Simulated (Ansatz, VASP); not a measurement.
ZnCu: VASP beside Ansatz

The input POSCAR:

```
ZnCu
1.0
    2.9759309355      0.0000000000      0.0000000000
    0.0000000000      2.9759309355      0.0000000000
    0.0000000000      0.0000000000      2.9759309355
Zn Cu
1 1
Direct
    0.5000000000      0.5000000000      0.5000000000
    0.0000000000      0.0000000000      0.0000000000
```

File INCAR.step1:

```
PREC = Accurate ; ENCUT = 520
ISMEAR = 0 ; SIGMA = 0.1
LREAL = False ; LASPH = True
NELM = 80 ; NBANDS = 18
GGA = PE ; ALGO = Normal
EDIFF = 1E-4 ; LWAVE = True
LCHARG = False
```

The input INCAR.step2:

```
PREC = Accurate ; ENCUT = 520
EDIFF = 1E-7 ; ISMEAR = 0
SIGMA = 0.1 ; LREAL = False
LASPH = True ; NELM = 80
ALGO = Normal ; ISIF = 2
LWAVE = False ; LCHARG = False
METAGGA = R2SCAN ; LMIXTAU = True
NBANDS = 18 ; ISTART = 1
```

Contents of KPOINTS:

```
Automatic mesh
0
Gamma
  14 14 14
```

Input for Ansatz:

```yaml
crystal:
  lattice:
    - [2.9759309355, 0.0, 0.0]
    - [0.0, 2.9759309355, 0.0]
    - [0.0, 0.0, 2.9759309355]
  atoms:
    - { symbol: Zn, position: [0.5, 0.5, 0.5] }
    - { symbol: Cu, position: [0.0, 0.0, 0.0] }
basis:
  ecutwfc: 500
kpoints:
  mp_grid: { grid: [14, 14, 14] }
hamiltonian:
  xc: r2scan
scf:
  occupations: { method: gaussian, width: 0.1 }
output:
  forces: true
  stress: true
  eigenvalues: true
```

Alike in both runs: task single point; functional r2SCAN; k mesh 14 × 14 × 14; occupations gaussian, width 0.1 eV; no spin polarisation.

```csv
,VASP,Ansatz
version,VASP 6.6.1,Ansatz 0.2.0
potentials or method,"VASP PAW PBE potentials, release 64 (Zn, Cu), cutoff 520 eV","scalar-relativistic, plane waves, PAW"
valence electrons in the cell,23,31
```

|  | VASP | Ansatz | Ansatz less VASP |
| --- | --- | --- | --- |
| gap on the k mesh at the Fermi level (eV) | none | none | - |
| pressure (GPa) | -6.1 | -6.8 | -0.72 |

VASP's potentials were made for PBE, not for r2SCAN. A gap of «none» marks a metal or a gap that the smearing closes. VASP's potentials hold 23 valence electrons a cell and Ansatz's 31, so a difference there can come from the potentials and not from the codes.
